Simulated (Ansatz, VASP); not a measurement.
This is a calculation of V for VASP 6.6.1.

Contents of INCAR:

```
ALGO = Normal
EDIFF = 1E-6
ENCUT = 520
GGA = PE
ISIF = 2
ISMEAR = -1
ISPIN = 2
LASPH = True
LCHARG = False
LMAXMIX = 4
LORBIT = 11
LREAL = False
LWAVE = False
MAGMOM = 0
NBANDS = 16
NELM = 150
NUPDOWN = 0.0
PREC = Accurate
SIGMA = 0.05
```

File KPOINTS:

```
k-points
0
Gamma
  10 10 10
```

File POSCAR:

```
V
1.0
   -0.0756486300      2.0481251500      1.8548618400
    1.9021292400      0.0263380700      1.7528751400
    1.8823854000      1.9263946100      0.0460819200
V
1
Direct
    0.0000000000      0.0000000000      0.0000000000
```

Potentials or basis: VASP PAW PBE potentials, release 64 (V_sv).

The run is started by

```console
$ cat potpaw_PBE.64/V_sv/POTCAR > POTCAR
$ mpirun -np 1 vasp_std > vasp.out
```

Set up the same calculation for Ansatz 0.2.0. Potentials there: Ansatz PAW.

As run (the cutoff follows the program's own potentials):

Contents of input.yaml:

```yaml
crystal:
  lattice:
    - [-0.07564863, 2.04812515, 1.85486184]
    - [1.90212924, 0.02633807, 1.75287514]
    - [1.8823854, 1.92639461, 0.04608192]
  atoms:
    - { symbol: V, position: [0.0, 0.0, 0.0] }
hamiltonian:
  xc: pbe
  pseudopotentials: { kind: paw }
magnetization:
  spin_polarized: true
  initial_magnetization: 0.0
  spin_locking: { lock_magnetization: hard }
kpoints:
  mp_grid: { grid: [10, 10, 10] }
scf:
  occupations: { method: fermi_dirac, width: 0.05 }
  lower_state_search: "off"
output:
  forces: true
  stress: true
  eigenvalues: true
```

Potentials or basis: Ansatz PAW.

Run with:

```sh
$ ansatz run input.yaml --threads 2 --pin off --max-ram 5632MiB --backend cpu --events-out ev --progress --plain --runs-dir out
```

Both were run:

|  | VASP | Ansatz | Ansatz less VASP |
| --- | --- | --- | --- |
| pressure (GPa) | 3.4 | 3.2 | -0.24 |
| traceless stress, the component that is largest in VASP (GPa) | -11.05 | -11.07 | -0.021 |
